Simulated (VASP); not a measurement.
# Mg2Si3N3 (P-6m2) in VASP: relaxation of cell and atoms with PBE

Aim: the relaxation of cell and atoms of Mg2Si3N3 with PBE.

Program: VASP 6.6.1. These are calculated values, not measurements. Logs are shortened: lines on timing, memory, paths and dates and some standing lists are left out, and cuts for length are marked.

**1. The cell of the first run**

The structure is hexagonal, space group P-6m2 (No. 187). The conventional cell has a = 5.164 Å, b = 5.164 Å, c = 4.128 Å, α = 90.00°, β = 90.00°, γ = 120.00°. Mg (site symmetry -6m2) has 6 N at 2.58 Å and 6 Si at 2.58 Å within 3.4 Å. Within 3.4 Å of Mg (site symmetry -6m2) lie 6 Si at 2.58 Å and 6 N at 2.58 Å. Si (site symmetry mm2) has 4 Si at 2.48 to 2.68 Å and 4 N at 2.51 Å and 4 Mg at 2.58 Å within 3.3 Å. Within 3.3 Å of N (site symmetry mm2) lie 4 N at 2.48 to 2.69 Å and 4 Si at 2.51 Å and 4 Mg at 2.58 Å.

The cell was built from a structure type or drawn by symmetry, and may not be a known phase.

**2. Relaxation of cell and atoms, PBE**

INCAR reads:

```
SYSTEM = Mg2Si3N3
PREC     = Accurate       ! precision mode
ENCUT    = 600            ! plane-wave cutoff, eV
EDIFF    = 1E-7           ! SCF threshold, eV
ISMEAR   = 0              ! smearing method
SIGMA    = 0.2            ! smearing width, eV
LREAL    = .FALSE.        ! projectors in reciprocal space
LASPH    = .TRUE.         ! aspherical terms in the spheres
NELM     = 120            ! most SCF steps
ALGO     = Normal         ! electronic algorithm
ISIF     = 3              ! what is computed and relaxed
LWAVE    = .FALSE.        ! write WAVECAR
LCHARG   = .FALSE.        ! write CHGCAR
GGA      = PE             ! functional
IBRION   = 2              ! ionic algorithm
NSW      = 36             ! ionic steps
EDIFFG   = -0.08          ! ionic threshold
GGA_COMPAT= .FALSE.      
NELMIN   = 4
```

KPOINTS reads:

```
Automatic mesh
0
G
  4 4 4
  0 0 0
```

POSCAR reads:

```
Mg2Si3N3
1.0
    5.1636233400      0.0000000000      0.0000000000
   -2.5818116700      4.4718289900      0.0000000000
    0.0000000000      0.0000000000      4.1275247500
Mg Si N
2 3 3
Direct
    0.0000000000      0.0000000000      0.5000000000
    0.6666666700      0.3333333300      0.0000000000
    0.0125490000      0.5062745000      0.5000000000
    0.4937255000      0.5062745000      0.5000000000
    0.4937255000      0.9874510000      0.5000000000
    0.6533320000      0.8266660000      0.0000000000
    0.1733340000      0.8266660000      0.0000000000
    0.1733340000      0.3466680000      0.0000000000
```

Potentials or basis: VASP PAW PBE potentials, release 64 (Mg, Si, N).

On the command line:

```
$ cat potpaw_PBE.64/Mg/POTCAR potpaw_PBE.64/Si/POTCAR potpaw_PBE.64/N/POTCAR > POTCAR
$ mpirun -np 1 vasp_std > vasp.out
```

OUTCAR:

```text
SYSTEM = Mg2Si3N3
   PREC = Accurate
   ENCUT = 600
   EDIFF = 1E-7
   ISMEAR = 0
   LREAL = .FALSE.
   LASPH = .TRUE.
   NELM = 120
   ISIF = 3
   GGA = PE
   IBRION = 2
   NSW = 36
   EDIFFG = -0.08
   NELMIN = 4

 ion  position               nearest neighbor table
   1  0.000  0.000  0.500-   7 2.58   7 2.58   6 2.58   6 2.58   8 2.58   8 2.58   5 2.58   5 2.58
                             3 2.58   4 2.58   4 2.58   3 2.58   2 3.63   2 3.63   2 3.63   2 3.63
   2  0.667  0.333  0.000-   3 2.58   3 2.58   5 2.58   5 2.58   4 2.58   4 2.58   8 2.58   6 2.58
                             7 2.58   7 2.58   8 2.58   6 2.58   1 3.63   1 3.63   1 3.63   1 3.63
   3  0.013  0.506  0.500-   4 2.48   5 2.48   2 2.58   2 2.58   1 2.58   1 2.58   4 2.68   5 2.68

   4  0.494  0.506  0.500-   3 2.48   5 2.48   2 2.58   2 2.58   1 2.58   1 2.58   3 2.68   5 2.68

   5  0.494  0.987  0.500-   3 2.48   4 2.48   2 2.58   2 2.58   1 2.58   1 2.58   4 2.68   3 2.68

   6  0.653  0.827  0.000-   1 2.58   1 2.58   2 2.58   2 2.58
   7  0.173  0.827  0.000-   1 2.58   1 2.58   2 2.58   2 2.58
   8  0.173  0.347  0.000-   1 2.58   1 2.58   2 2.58   2 2.58

  LATTYP: Found a hexagonal cell.
 ALAT       =     5.1636233400
 C/A-ratio  =     0.7993465980

  Lattice vectors:

 A1 = (   5.1636233400,   0.0000000000,   0.0000000000)
 A2 = (  -2.5818116700,   4.4718289900,   0.0000000000)
 A3 = (   0.0000000000,   0.0000000000,   4.1275247500)

Analysis of symmetry for initial positions (statically):
=====================================================================
 Subroutine PRICEL returns:
 Original cell was already a primitive cell.

 Routine SETGRP: Setting up the symmetry group for a
 hexagonal supercell.

 Subroutine GETGRP returns: Found 12 space group operations
 (whereof 12 operations were pure point group operations)
 out of a pool of 24 trial point group operations.

The static configuration has the point symmetry D_3h.

Analysis of symmetry for dynamics (positions and initial velocities):
=====================================================================
 Subroutine PRICEL returns:
 Original cell was already a primitive cell.

 Routine SETGRP: Setting up the symmetry group for a
 hexagonal supercell.

 Subroutine GETGRP returns: Found 12 space group operations
 (whereof 12 operations were pure point group operations)
 out of a pool of 24 trial point group operations.

The dynamic configuration has the point symmetry D_3h.

 Subroutine INISYM returns: Found 12 space group operations
 (whereof 12 operations are pure point group operations),
 and found     1 'primitive' translations

[... 101 lines left out ...]
   POTIM  = 0.5000    time-step for ionic-motion
   TEBEG  =    0.0;   TEEND  =   0.0 temperature during run
   PSTRESS=    0.0 pullay stress
   NELECT =      31.0000    total number of electrons
   NUPDOWN=      -1.0000    fix difference up-down
   EMIN   =  10.00;   EMAX   =-10.00  energy-range for DOS
   EFERMI =   0.00;   METHOD = LEGACY
   ISMEAR =     0;   SIGMA  =   0.20  broadening in eV -4-tet -1-fermi 0-gaus
   EFERMI_NEDOS =   21; number of points for ismear=-14 and -15
   IALGO  =     38    algorithm
   IMIX   =      4    mixing-type and parameters
     AMIX     =   0.40;   BMIX     =  1.00
     AMIX_MAG =   1.60;   BMIX_MAG =  1.00
  volume/ion in A,a.u.               =      11.91        80.40
  Fermi-wavevector in a.u.,A,eV,Ry     =   1.125863  2.127573 17.246306  1.267568
  Thomas-Fermi vector in A             =   2.262542
   LORBIT       =      0    0 simple, 1 ext, 2 COOP (PROOUT), +10 PAW based schemes
   GGA     = PE    functional components
   LHFCALC =     F    Hartree Fock is set to
   AEXX    =    0.0000 exact exchange contribution
   IVDW    =     0    specifies the selected vdW correction
   LEPSILON=     F    determine dielectric tensor
   LRPA    =     F    only Hartree local field effects (RPA)
 conjugate gradient relaxation of ions
 non-spin polarized calculation
 Gauss-broadening in eV      SIGMA  =   0.20
  energy-cutoff  :      600.00
  volume of cell :       95.31
 maximum number of plane-waves:      3196
 NGX is ok and might be reduce to    42
   NGX = 21   NGY = 21   NGZ = 17

--------------------------------------- Ionic step        1  -------------------------------------------

 number of electron      30.9999999 magnetization

 Free energy of the ion-electron system (eV)
  ---------------------------------------------------
  ext. energy  EPLUGINS =         0.00000000
  ---------------------------------------------------
  free energy    TOTEN  =       -34.36883697 eV

  energy without entropy =      -34.27200340  energy(sigma->0) =      -34.32042018

------------------------ aborting loop because EDIFF is reached ----------------------------------------

  FORCE on cell =-STRESS in cart. coord.  units (eV):
  Direction    XX          YY          ZZ          XY          YZ          ZX
  --------------------------------------------------------------------------------------
  -------------------------------------------------------------------------------------
  Total        2.8864364      2.8864364     -1.1833790      0.0000000      0.0000000      0.0000000
  in kB       48.5224974     48.5224975    -19.8932172      0.0000000      0.0000000      0.0000000
  external PRESSURE =      25.7172592 kB  Pullay stress =       0.0000000 kB
[... 107 lines left out ...]
  FREE ENERGIE OF THE ION-ELECTRON SYSTEM (eV)
  ---------------------------------------------------
  free  energy   TOTEN  =       -35.2946383823 eV

  energy  without entropy=      -35.2009729385  energy(sigma->0) =      -35.24780566

[... ionic steps 4 to 25 ...]

--------------------------------------- Ionic step       26  -------------------------------------------

 number of electron      31.0000003 magnetization

------------------------ aborting loop because EDIFF is reached ----------------------------------------
[... 79 lines left out ...]
--------------------------------------- Ionic step       28  -------------------------------------------

 number of electron      31.0000003 magnetization

 Free energy of the ion-electron system (eV)
  ---------------------------------------------------
  ext. energy  EPLUGINS =         0.00000000
  ---------------------------------------------------
  free energy    TOTEN  =       -43.25729723 eV

  energy without entropy =      -43.23171768  energy(sigma->0) =      -43.24450746

 E-fermi :   7.7070     XC(G=0): -10.7693

 val. band max:        7.5802445258   @ k =   0.0000   0.0000   0.0000
 cond. band min:       7.7400121063   @ k =   0.0000   0.0000   0.2500
 fundamental gap:      0.1597675805
 Fermi energy:         7.7070199174

 k-point     1 :       0.0000    0.0000    0.0000
  band No.  band energies     occupation
      1     -10.8285      2.00000
      2      -8.6549      2.00000
      3      -8.6549      2.00000
      4      -1.6077      2.00000
      5      -1.6077      2.00000
      6      -1.3939      2.00000
[... 300 lines left out ...]
  FREE ENERGIE OF THE ION-ELECTRON SYSTEM (eV)
  ---------------------------------------------------
  free  energy   TOTEN  =       -43.2572972348 eV

  energy  without entropy=      -43.2317176769  energy(sigma->0) =      -43.24450746

 reached required accuracy - stopping structural energy minimisation
```

OSZICAR:

```text
N       E                     dE             d eps       ncg     rms          rms(c)
DAV:   1     0.122329170364E+03    0.12233E+03   -0.14910E+04   480   0.151E+03
DAV:   2    -0.237385766326E+02   -0.14607E+03   -0.13911E+03   648   0.245E+02
DAV:   3    -0.357139696590E+02   -0.11975E+02   -0.11235E+02   620   0.716E+01
[... 319 lines left out ...]
DAV:   5    -0.432572965625E+02    0.57636E-05   -0.24403E-05   576   0.341E-02    0.534E-03
DAV:   6    -0.432572968577E+02   -0.29528E-06   -0.36957E-06   540   0.132E-02    0.426E-03
DAV:   7    -0.432572970706E+02   -0.21280E-06   -0.27908E-07   436   0.404E-03    0.167E-03
DAV:   8    -0.432572972411E+02   -0.17051E-06   -0.16141E-07   300   0.274E-03    0.463E-04
DAV:   9    -0.432572972348E+02    0.62510E-08   -0.29003E-08   296   0.164E-03
  28 F= -.43257297E+02 E0= -.43244507E+02  d E =-.273375E-02
```

It took 5.3 min on 1 thread of Intel Xeon 6975P-C (Granite Rapids), shared host; peak memory 0.26 GiB.

What came out:

| Quantity | Value |
| --- | --- |
| Free energy | -43.2573 eV |
| Relaxed volume | 11.85 Å³/atom |
| Relaxed cell | a = 6.320 Å, b = 6.320 Å, c = 2.741 Å, α = 90.00°, β = 90.00°, γ = 120.00° |
| Space group after relaxing (to 0.1 Å) | P-6m2 (No. 187) |
| Energy gained by relaxing | 1111.1 meV/atom |
| Ionic steps | 28 |
| Pressure after relaxing | 0.1 GPa |
| Largest force after relaxing | 0.031 eV/Å |
| Band gap on the k mesh | zero (an odd number of electrons rules out a gap without spin polarisation) |

Forces on the atoms (eV/Å):
```
Mg   0.000  0.000  0.000
Mg   0.000  0.000  0.000
Si  -0.026 -0.015  0.000
Si   0.026 -0.015  0.000
Si   0.000  0.030  0.000
N   -0.027 -0.016  0.000
N    0.027 -0.016  0.000
N    0.000  0.031  0.000
```

Stress tensor (GPa, compression positive):
```
-0.01  0.00  0.00
 0.00 -0.01  0.00
 0.00  0.00  0.31
```

The path:
| step | energy change (eV) | largest force (eV/Å) | pressure (GPa) | volume (Å³) |
| --- | --- | --- | --- | --- |
| 1 | 0.0000 | 1.3638 | 2.57 | 95.31 |
| 2 | -0.4296 | 1.0987 | 0.37 | 97.95 |
| 3 | -0.9258 | 3.2932 | -2.13 | 105.93 |
| 4 | -0.9997 | 1.2256 | -2.18 | 103.09 |
| 5 | -1.0125 | 1.7468 | -2.27 | 103.88 |
| 6 | -1.0922 | 1.9363 | -2.56 | 104.34 |
| 7 | -1.3296 | 2.5650 | -3.28 | 105.68 |
| 8 | -1.7025 | 4.1979 | -3.89 | 108.26 |
| 9 | -1.5063 | 8.8042 | -2.54 | 112.96 |
| 10 | -1.7369 | 5.7775 | -3.49 | 109.95 |
| 11 | -1.9971 | 5.8082 | -4.21 | 110.65 |
| 12 | -2.7145 | 5.9545 | -6.24 | 112.57 |
| 13 | -3.6007 | 6.7934 | -8.68 | 115.62 |
| 14 | -4.3379 | 5.3751 | -10.50 | 114.87 |
| 15 | -5.9400 | 2.3759 | -14.40 | 112.52 |
| 16 | -6.9145 | 2.1957 | -15.06 | 107.35 |
| 17 | -7.4444 | 2.1582 | -11.94 | 102.98 |
| 18 | -8.2713 | 1.8704 | 1.91 | 91.15 |
| 19 | -8.2811 | 1.7622 | 5.75 | 88.95 |
| 20 | -8.5248 | 1.2815 | 5.54 | 89.33 |
| 21 | -8.7355 | 0.6422 | 6.55 | 90.44 |
| 22 | -8.7637 | 0.2292 | 6.01 | 90.13 |
| 23 | -8.8436 | 0.2646 | 1.68 | 92.87 |
| 24 | -8.8574 | 0.3093 | -0.94 | 94.73 |
| 25 | -8.8734 | 0.2530 | -0.76 | 94.86 |
| 26 | -8.8856 | 0.1476 | -0.41 | 95.07 |
| 27 | -8.8857 | 0.1379 | -0.38 | 95.09 |
| 28 | -8.8885 | 0.0314 | 0.10 | 94.82 |

Final structure:
```
CELL_PARAMETERS angstrom
6.32047 0.00000 0.00000
-3.16023 5.47369 0.00000
0.00000 0.00000 2.74067
ATOMIC_POSITIONS crystal
Mg 0.00000 0.00000 0.50000
Mg 0.66667 0.33333 0.00000
Si 0.07888 0.53944 0.50000
Si 0.46056 0.53944 0.50000
Si 0.46056 0.92112 0.50000
N 0.63103 0.81552 0.00000
N 0.18448 0.81552 0.00000
N 0.18448 0.36897 0.00000
```

Caveat: the k points lie up to 0.57 Å⁻¹ apart in the final cell, too coarse for converged energies and pressures of a metal; a cell axis changed by over 15 % at a fixed basis, so the end point is rough.
